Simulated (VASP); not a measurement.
# Fe (Fmmm) in VASP: further runs

The runs below take Fe through single point, with PBEsol, LDA.

All numbers are computed with VASP 6.6.1; they aren't measurements. Logs are shortened: lines on timing, memory, paths and dates and some standing lists are left out, and cuts for length are marked.

### 1 The cell of the first run

Symmetry: Fmmm, No. 69, orthorhombic system. Conventional cell: a = 2.936 Å, b = 3.804 Å, c = 3.850 Å, α = 90.00°, β = 90.00°, γ = 90.00°. Fe (site symmetry mmm) has 14 Fe at 2.40 to 2.94 Å within 3.2 Å.

### 2 Single point, PBEsol, collinear spin, ferromagnetic start

INCAR reads:

```
SYSTEM = Fe
ALGO = Normal ; EDIFF = 1E-6
ENCUT = 520 ; GGA = PS
ISIF = 2 ; ISMEAR = -1
ISPIN = 2 ; LASPH = .TRUE.
LCHARG = .FALSE. ; LMAXMIX = 4
LORBIT = 11 ; LREAL = .FALSE.
LWAVE = .FALSE. ; MAGMOM = 3
NBANDS = 14 ; NELM = 150
PREC = Accurate ; SIGMA = 0.05
```

KPOINTS reads:

```
k-points
0
G
  13 13 13
  0 0 0
```

POSCAR reads:

```
Fe
1.0
    0.0000000000      1.9021012277      1.9249897192
    1.4678507246      0.0000000000      1.9249897192
    1.4678507246      1.9021012277      0.0000000000
Fe
1
Direct
    0.0000000000      0.0000000000      0.0000000000
```

Potentials or basis: VASP PAW PBE potentials, release 64 (Fe).

Started as:

```console
> cat potpaw_PBE.64/Fe/POTCAR > POTCAR
> mpirun -np 1 vasp_std > vasp.out
```

OUTCAR:

```text
SYSTEM = Fe
   EDIFF = 1E-6
   ENCUT = 520
   GGA = PS
   ISIF = 2
   ISMEAR = -1
   ISPIN = 2
   LASPH = .TRUE.
   LORBIT = 11
   LREAL = .FALSE.
   NELM = 150
   PREC = Accurate

 ion  position               nearest neighbor table
   1  0.000  0.000  0.000-

  LATTYP: Found a face centered orthorhombic cell.
 ALAT       =     2.9357014492
 B/A-ratio  =     1.2958410524
 C/A-ratio  =     1.3114342535

  Lattice vectors:

 A1 = (   0.0000000000,   1.9021012277,   1.9249897192)
 A2 = (   1.4678507246,   0.0000000000,   1.9249897192)
 A3 = (   1.4678507246,   1.9021012277,   0.0000000000)

Analysis of symmetry for initial positions (statically):
=====================================================================
 Subroutine PRICEL returns:
 Original cell was already a primitive cell.

 Routine SETGRP: Setting up the symmetry group for a
 face centered orthorhombic supercell.

 Subroutine GETGRP returns: Found  8 space group operations
 (whereof  8 operations were pure point group operations)
 out of a pool of  8 trial point group operations.

The static configuration has the point symmetry D_2h.

Analysis of symmetry for dynamics (positions and initial velocities):
=====================================================================
 Subroutine PRICEL returns:
 Original cell was already a primitive cell.

 Routine SETGRP: Setting up the symmetry group for a
 face centered orthorhombic supercell.

 Subroutine GETGRP returns: Found  8 space group operations
 (whereof  8 operations were pure point group operations)
 out of a pool of  8 trial point group operations.

The dynamic configuration has the point symmetry D_2h.

Analysis of structural, dynamic, and magnetic symmetry:
=====================================================================
 Subroutine PRICEL returns:
 Original cell was already a primitive cell.

 Routine SETGRP: Setting up the symmetry group for a
 face centered orthorhombic supercell.

 Subroutine GETGRP returns: Found  8 space group operations
 (whereof  8 operations were pure point group operations)
 out of a pool of  8 trial point group operations.

The overall configuration has the point symmetry D_2h.

 Subroutine INISYM returns: Found  8 space group operations
 (whereof  8 operations are pure point group operations),
 and found     1 'primitive' translations

----------------------------------------------------------------------------------------

                                     Primitive cell

  volume of cell :      10.7491

  direct lattice vectors                    reciprocal lattice vectors
     0.000000000  1.902101228  1.924989719    -0.340634093  0.262867187  0.259741647
     1.467850725  0.000000000  1.924989719     0.340634093 -0.262867187  0.259741647
     1.467850725  1.902101228  0.000000000     0.340634093  0.262867187 -0.259741647

  length of vectors
     2.706210358  2.420779042  2.402618328     0.502589760  0.502589760  0.502589760

  position of ions in fractional coordinates (direct lattice)
     0.000000000  0.000000000  0.000000000

  ion indices of the primitive-cell ions
   primitive index   ion index
                 1           1

----------------------------------------------------------------------------------------

 KPOINTS: k-points

Automatic generation of k-mesh.
 Grid dimensions read from file:
 generate k-points for:   13   13   13

 Generating k-lattice:

  Cartesian coordinates                     Fractional coordinates (reciprocal lattice)
    -0.026202623  0.020220553  0.019980127     0.076923077  0.000000000  0.000000000
     0.026202623 -0.020220553  0.019980127     0.000000000  0.076923077  0.000000000
     0.026202623  0.020220553 -0.019980127     0.000000000  0.000000000  0.076923077

  Length of vectors
     0.038660751  0.038660751  0.038660751

  Shift w.r.t. Gamma in fractional coordinates (k-lattice)
     0.000000000  0.000000000  0.000000000

 Subroutine IBZKPT returns following result:
 ===========================================

 Found    343 irreducible k-points:

 Following reciprocal coordinates:
            Coordinates               Weight
  0.000000  0.000000  0.000000      1.000000
  0.076923  0.000000 -0.000000      8.000000
  0.153846  0.000000  0.000000      8.000000
  0.230769  0.000000  0.000000      8.000000
  0.307692  0.000000  0.000000      8.000000
  0.384615  0.000000  0.000000      8.000000
[... 16 lines left out ...]
  0.384615  0.153846  0.000000      8.000000
  0.461538  0.153846  0.000000      8.000000
 [... further k-points ...]
   k-points           NKPTS =    343   k-points in BZ     NKDIM =    343   number of bands    NBANDS=     14
   number of dos      NEDOS =    301   number of ions     NIONS =      1
   total plane-waves  NPLWV =   6480
   dimension x,y,z NGX =    20 NGY =   18 NGZ =   18
   dimension x,y,z NGXF=    40 NGYF=   36 NGZF=   36
   ions per type =               1
   NGX,Y,Z   is equivalent  to a cutoff of  12.29, 12.36, 12.45 a.u.
   NGXF,Y,Z  is equivalent  to a cutoff of  24.57, 24.72, 24.91 a.u.
 SYSTEM =  Fe
   PREC   = accura    normal or accurate (medium, high low for compatibility)
   ISTART =      0    job   : 0-new  1-cont  2-samecut
   ICHARG =      2    charge: 1-file 2-atom 10-const
   ISPIN  =      2    spin polarized calculation?
   LNONCOLLINEAR =      F non collinear calculations
   LSORBIT =      F    spin-orbit coupling
   LASPH  =      T    aspherical Exc in radial PAW
   ENCUT  =  520.0 eV  38.22 Ry    6.18 a.u.   5.03  4.50  4.47*2*pi/ulx,y,z
   NELM   =    150;   NELMIN=  2; NELMDL= -5     # of ELM steps
   EDIFF  = 0.1E-05   stopping-criterion for ELM
   LREAL  =      F    real-space projection
   EDIFFG = 0.1E-04   stopping-criterion for IOM
   NSW    =      0    number of steps for IOM
   IBRION =     -1    ionic relax: 0-MD 1-quasi-New 2-CG
   NFREE  =      0    steps in history (QN), initial steepest desc. (CG)
   ISIF   =      2    stress and relaxation
   ISYM   =      2    0-nonsym 1-usesym 2-fastsym
   POTIM  = 0.5000    time-step for ionic-motion
   TEBEG  =    0.0;   TEEND  =   0.0 temperature during run
   PSTRESS=    0.0 pullay stress
   NELECT =       8.0000    total number of electrons
   NUPDOWN=      -1.0000    fix difference up-down
   EMIN   =  10.00;   EMAX   =-10.00  energy-range for DOS
   EFERMI =   0.00;   METHOD = LEGACY
   ISMEAR =    -1;   SIGMA  =   0.05  broadening in eV -4-tet -1-fermi 0-gaus
   EFERMI_NEDOS =   21; number of points for ismear=-14 and -15
   IALGO  =     38    algorithm
   IMIX   =      4    mixing-type and parameters
     AMIX     =   0.40;   BMIX     =  1.00
     AMIX_MAG =   1.60;   BMIX_MAG =  1.00
  volume/ion in A,a.u.               =      10.75        72.54
  Fermi-wavevector in a.u.,A,eV,Ry     =   1.483589  2.803576 29.946905  2.201035
  Thomas-Fermi vector in A             =   2.597231
   LORBIT       =     11    0 simple, 1 ext, 2 COOP (PROOUT), +10 PAW based schemes
   GGA     = PS    functional components
   LHFCALC =     F    Hartree Fock is set to
   AEXX    =    0.0000 exact exchange contribution
   IVDW    =     0    specifies the selected vdW correction
   LEPSILON=     F    determine dielectric tensor
   LRPA    =     F    only Hartree local field effects (RPA)
 spin polarized calculation
  energy-cutoff  :      520.00
  volume of cell :       10.75
 maximum number of plane-waves:       301
   NGX =  9   NGY =  9   NGZ =  9

 number of electron       8.0000004 magnetization       2.0754340

 Free energy of the ion-electron system (eV)
  ---------------------------------------------------
  ext. energy  EPLUGINS =         0.00000000
  ---------------------------------------------------
  free energy    TOTEN  =        -8.90103250 eV

  energy without entropy =       -8.89272713  energy(sigma->0) =       -8.89687982

 E-fermi :   6.3200     XC(G=0): -13.5964

 val. band max:        6.3158612901   @ k =  -0.3846   0.2308   0.1538
 cond. band min:       6.3214334518   @ k =   0.0000   0.1538   0.1538
 fundamental gap:      0.0055721617
 Fermi energy:         6.3199544404

 spin component 1

 k-point     1 :       0.0000    0.0000    0.0000
  band No.  band energies     occupation
      1      -2.5995      1.00000
      2       3.6789      1.00000
      3       3.7857      1.00000
      4       4.1746      1.00000
      5       4.9610      1.00000
      6       5.3936      1.00000
      7      30.5961      0.00000
      8      32.1580      0.00000
      9      32.4455      0.00000
     10      36.7606      0.00000
     11      37.7742      0.00000
     12      38.5583      0.00000
     13      38.8742      0.00000
     14      38.9733      0.00000

 k-point     2 :       0.0769    0.0000   -0.0000
  band No.  band energies     occupation
      1      -2.3500      1.00000
      2       3.6935      1.00000
      3       3.7959      1.00000
      4       4.2178      1.00000
      5       4.9198      1.00000
      6       5.3629      1.00000
      7      29.6851      0.00000
      8      31.3764      0.00000
      9      32.1682      0.00000
     10      36.0626      0.00000
     11      37.1148      0.00000
     12      37.8907      0.00000
     13      38.1589      0.00000
     14      40.8032      0.00000
[... 343 lines left out ...]
      1       1.0595      1.00000
      2       3.0869      1.00000
      3       3.3084      1.00000
      4       4.8916      1.00000
      5       5.6591      1.00000
      6       6.5057      0.02377
      7      19.7372      0.00000
      8      23.5355      0.00000
      9      28.1585      0.00000
     10      32.5380      0.00000
     11      36.3952      0.00000
     12      39.9704      0.00000
     13      43.8945      0.00000
     14      46.6192      0.00000

 k-point    24 :       0.4615    0.1538    0.0000
  band No.  band energies     occupation
      1       1.4800      1.00000
      2       2.9289      1.00000
      3       3.7596      1.00000
      4       4.9694      1.00000
      5       5.7899      0.99998
      6       7.7225      0.00000
      7      16.5440      0.00000
      8      22.4606      0.00000
      9      27.3339      0.00000
     10      32.9417      0.00000
     11      36.4710      0.00000
     12      40.1198      0.00000
     13      46.4560      0.00000
     14      48.3168      0.00000

 [... further k-points ...]

 spin component 2

 k-point     1 :       0.0000    0.0000    0.0000
  band No.  band energies     occupation
      1      -2.3317      1.00000
      2       5.4154      1.00000
      3       5.5644      1.00000
      4       6.0891      0.99021
      5       7.3978      0.00000
      6       8.0313      0.00000
      7      30.5103      0.00000
      8      32.1177      0.00000
      9      32.4335      0.00000
     10      37.2195      0.00000
     11      37.9589      0.00000
     12      39.5495      0.00000
     13      39.5710      0.00000
     14      39.6712      0.00000

 k-point     2 :       0.0769    0.0000   -0.0000
  band No.  band energies     occupation
      1      -2.0808      1.00000
      2       5.4273      1.00000
      3       5.5731      1.00000
      4       6.1278      0.97900
      5       7.3432      0.00000
      6       7.9935      0.00000
      7      29.8010      0.00000
      8      31.4039      0.00000
      9      32.2237      0.00000
     10      36.5834      0.00000
     11      37.7119      0.00000
     12      38.5121      0.00000
     13      38.6888      0.00000
     14      41.5678      0.00000
[... 343 lines left out ...]
      1       1.6497      1.00000
      2       4.6963      1.00000
      3       4.8623      1.00000
      4       7.2201      0.00000
      5       8.1499      0.00000
      6       8.4054      0.00000
      7      20.5560      0.00000
      8      24.1309      0.00000
      9      28.7678      0.00000
     10      32.8086      0.00000
     11      36.8576      0.00000
     12      40.5220      0.00000
     13      44.3730      0.00000
     14      47.0187      0.00000

 k-point    24 :       0.4615    0.1538    0.0000
  band No.  band energies     occupation
      1       2.4889      1.00000
      2       4.5820      1.00000
      3       5.0104      1.00000
      4       7.2579      0.00000
      5       8.2507      0.00000
      6       9.4195      0.00000
      7      17.5397      0.00000
      8      23.0639      0.00000
      9      27.8845      0.00000
     10      33.2535      0.00000
     11      36.9302      0.00000
     12      40.6922      0.00000
     13      46.7132      0.00000
     14      48.9866      0.00000

 [... further k-points ...]
[... 5 lines left out ...]
  --------------------------------------------------------------------------------------
  -------------------------------------------------------------------------------------
  Total       -0.3901009      0.4169792      0.2707079      0.0000000      0.0000000      0.0000000
  in kB      -58.1451599     62.1514193     40.3494483      0.0000000      0.0000000      0.0000000
  external PRESSURE =      14.7852359 kB  Pullay stress =       0.0000000 kB

 VOLUME and BASIS-vectors are now :
 -----------------------------------------------------------------------------
  energy-cutoff  :      520.00
  volume of cell :       10.75
      direct lattice vectors                 reciprocal lattice vectors
     0.000000000  1.902101228  1.924989719    -0.340634093  0.262867187  0.259741647
     1.467850725  0.000000000  1.924989719     0.340634093 -0.262867187  0.259741647
     1.467850725  1.902101228  0.000000000     0.340634093  0.262867187 -0.259741647

 POSITION                                       TOTAL-FORCE (eV/Angst)
 -----------------------------------------------------------------------------------
      0.00000      0.00000      0.00000         0.000000      0.000000      0.000000
 -----------------------------------------------------------------------------------
    total drift:                                0.000000     -0.000000     -0.000000

  FREE ENERGIE OF THE ION-ELECTRON SYSTEM (eV)
  ---------------------------------------------------
  free  energy   TOTEN  =        -8.9010325040 eV

  energy  without entropy=       -8.8927271316  energy(sigma->0) =       -8.89687982

 total charge

# of ion       s       p       d       tot
------------------------------------------
    1        0.515   0.597   6.283   7.395

 magnetization (x)

# of ion       s       p       d       tot
------------------------------------------
    1       -0.013  -0.048   2.118   2.056
```

It took 36 s on 1 thread of Intel Xeon 6975P-C (Granite Rapids), shared host; peak memory 0.19 GiB.

Results:

- Free energy: -8.9010 eV
- Pressure: 1.5 GPa
- Net moment: 2.08 μB per cell
- Site moments: Fe +2.06 μB
- Valence electrons inside the program's atomic spheres: Fe 7.39

Stress tensor (GPa, compression positive):
```
-5.81  0.00  0.00
 0.00  6.22  0.00
 0.00  0.00  4.03
```

Levels at points of the mesh, in eV from the Fermi level:
Spin up:
```csv
k point,band 2,band 3,band 4,band 5,band 6,band 7,band 8,band 9
"(0.00, 0.00, 0.00)",-2.64,-2.53,-2.15,-1.36,-0.93,24.28,25.84,26.13
```
Spin down:
```
           k point  band 1  band 2  band 3  band 4  band 5  band 6  band 7  band 8
(0.00, 0.00, 0.00)   -8.65   -0.90   -0.76   -0.23    1.08    1.71   24.19   25.80
```

Caveat: the PAW data sets were made with another functional, which shifts forces and pressure a little.

### 3 Single point, LDA, collinear spin, ferromagnetic start

This run uses another cell than the first one, of 10.98 Å³/atom, 1.021 times its volume.

INCAR reads:

```
PREC = Accurate ; ENCUT = 520
EDIFF = 1E-6 ; ISMEAR = -1
SIGMA = 0.05 ; LREAL = False
LASPH = True ; NELM = 150
ALGO = Fast ; ISIF = 2
LWAVE = False ; LCHARG = True
ISPIN = 2 ; MAGMOM = 3
LORBIT = 11 ; LMAXMIX = 4
GGA = CA ; LELF = True
LVHAR = True ; NBANDS = 14
```

KPOINTS reads:

```
Automatic mesh
0
Gamma
  13 13 13
```

POSCAR reads:

```
Fe
1.0
    0.0000000000      1.9154967481      1.9385464314
    1.4781880421      0.0000000000      1.9385464314
    1.4781880421      1.9154967481      0.0000000000
Fe
1
Direct
    0.0000000000      0.0000000000      0.0000000000
```

Potentials or basis: VASP PAW LDA potentials, release 64 (Fe).

Started as:

```console
> cat potpaw_LDA.64/Fe/POTCAR > POTCAR
> mpirun -np 1 vasp_std > vasp.out
```

Wall time 43 s (1 thread of Intel Xeon 6975P-C (Granite Rapids), shared host); peak memory 0.18 GiB.

It converged, with:

* Free energy: -9.1844 eV
* Pressure: -12.6 GPa
* Band gap on the k mesh: zero (filled and empty bands overlap)
* Net moment: 2.04 μB per cell
* Site moments: Fe +2.01 μB
* Valence electrons inside the program's atomic spheres: Fe 7.35

Stress tensor (GPa, compression positive):
```
-19.34   0.00   0.00
  0.00  -8.33   0.00
  0.00   0.00 -10.24
```

Levels at points of the mesh, in eV from the Fermi level:
Spin up:
| k point | band 2 | band 3 | band 4 | band 5 | band 6 | band 7 | band 8 | band 9 |
| --- | --- | --- | --- | --- | --- | --- | --- | --- |
| (0.00, 0.00, 0.00) | -2.57 | -2.46 | -2.06 | -1.23 | -0.80 | 24.03 | 25.57 | 25.85 |
Spin down:
```csv
k point,band 1,band 2,band 3,band 4,band 5,band 6,band 7
"(0.00, 0.00, 0.00)",-8.41,-0.95,-0.82,-0.33,0.85,1.43,24.19
```

(Continued in part 2 of 2.)
